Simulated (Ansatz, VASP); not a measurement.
Two plane-wave programs on V

```
V
1.0
     2.53766    0.00000    0.00000
    -1.26883    2.19768    0.00000
     0.00000    0.00000    4.62532
V
2
Cartesian
  0.0000 1.4651 1.1563
  1.2688 0.7326 3.4690
```

Alike in both runs: functional LDA; k mesh 18 × 18 × 10; occupations fermi-dirac, width 0.08 eV; no spin polarisation.

Ansatz relaxed the structure, and its values are those at the end. VASP's run is a single point on that final structure, the one shown.

```csv
,VASP,Ansatz
version,VASP 6.6.1,Ansatz 0.2.0
potentials or method,"VASP PAW LDA potentials, release 64 (V_sv)","PAW with Ansatz's default frozen-core files, scalar-relativistic"
plane-wave cutoff (eV),520,420
valence electrons in the cell,26,26
```

|  | VASP | Ansatz | Ansatz less VASP |
| --- | --- | --- | --- |
| pressure (GPa) | 0.5 | 0.0 | -0.50 |

LDA's correlation is that of Perdew and Zunger in VASP and of Perdew and Wang (1992) in Ansatz.
